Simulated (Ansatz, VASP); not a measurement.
# Two plane-wave programs on SiSn5

```
Si Sn
1.0
     5.70141    0.00000    0.00000
    -2.85070    4.93756    0.00000
     0.00000    0.00000    5.50867
Si Sn
1 5
Direct
  0.00000 0.00000 0.00000
  0.33333 0.66667 0.00000
  0.66667 0.33333 0.00000
  0.67770 0.67770 0.50000
  0.32230 0.00000 0.50000
  0.00000 0.32230 0.50000
```

Alike in both runs: functional PBE; k mesh 12 × 12 × 8; occupations gaussian, width 0.1 eV; no spin polarisation.

Ansatz relaxed the structure, and its values are those at the end. VASP's run is a single point on that final structure, the one shown.

|  | VASP | Ansatz |
| --- | --- | --- |
| version | VASP 6.6.1 | Ansatz 0.2.0 |
| potentials or method | VASP PAW PBE potentials, release 64 (Si, Sn_d), cutoff 520 eV | scalar-relativistic, plane waves, PAW |
| valence electrons in the cell | 74 | 74 |

Ansatz gave:

```
gap on the k mesh at the Fermi level (eV) : none
pressure (GPa)                            : 0.0
```

Estimate VASP's values.

gap on the k mesh at the Fermi level (eV): none; pressure (GPa): -0.1.

A gap of «none» marks a metal or a gap that the smearing closes. With one functional, cell and mesh, what is left measures potentials, basis and numerics.
